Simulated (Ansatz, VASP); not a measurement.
Cu: VASP beside Ansatz

```
Cu
1.0
     0.01808    1.81654    1.81654
     1.81654    0.01808    1.81654
     1.81654    1.81654    0.01808
Cu
1
Direct
  0.00000 0.00000 0.00000
```

Change from the starting cell: equal xy, yz and zx shear strains of +1 %, crystal datasets.

Alike in both runs: task electric field gradients; functional PBEsol; k mesh 19 × 19 × 19; occupations fermi-dirac, width 0.08 eV; no spin polarisation.

|  | VASP | Ansatz |
| --- | --- | --- |
| version | VASP 6.6.1 | Ansatz 0.2.0 |
| potentials or method | VASP PAW PBE potentials, release 64 (Cu), cutoff 520 eV | all-electron PAW with datasets made for the crystal, scalar-relativistic |

```tsv
	VASP	Ansatz	Ansatz less VASP
pressure (GPa)	-5.8	-6.5	-0.69
traceless stress, the component that is largest in VASP (GPa)	-0.71	-0.72	-0.008
size of Vzz on the site where it differs most (V/Å²)	0.6	0.1	-0.49
```

VASP's potentials were made for PBE, not for PBEsol. Ansatz ran all-electron here, and VASP with PAW potentials.
